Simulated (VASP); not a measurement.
Input of a VASP 6.6.1 run:

Contents of INCAR:

```
SYSTEM = Os
ALGO = Normal
EDIFF = 1E-7
EDIFFG = -0.03
ENCUT = 600
GGA = PS
GGA_COMPAT = .FALSE.
IBRION = 2
ISIF = 3
ISMEAR = 1
LASPH = .TRUE.
LCHARG = .FALSE.
LREAL = .FALSE.
LWAVE = .FALSE.
NELM = 120
NELMIN = 4
NSW = 80
PREC = Accurate
PSTRESS = 50.0
SIGMA = 0.05
```

Contents of KPOINTS:

```
k-points
0
G
  10 10 10
  0 0 0
```

File POSCAR:

```
Os
1.0
    0.0000000000      1.9100000000      1.9100000000
    1.9100000000      0.0000000000      1.9100000000
    1.9100000000      1.9100000000      0.0000000000
Os
1
Direct
    0.0000000000      0.0000000000      0.0000000000
```

Potentials or basis: VASP PAW PBE potentials, release 64 (Os).

The run is started by

```sh
$ cat potpaw_PBE.64/Os/POTCAR > POTCAR
$ mpirun -np 1 vasp_std > vasp.out
```

(1) What does it give for the space group after relaxing (to 0.1 Å)?

(2) Estimate the relaxed cell.

## Answers

(1) Fm-3m (No. 225).

(2) a = 2.694 Å, b = 2.694 Å, c = 2.694 Å, α = 60.00°, β = 60.00°, γ = 60.00°.
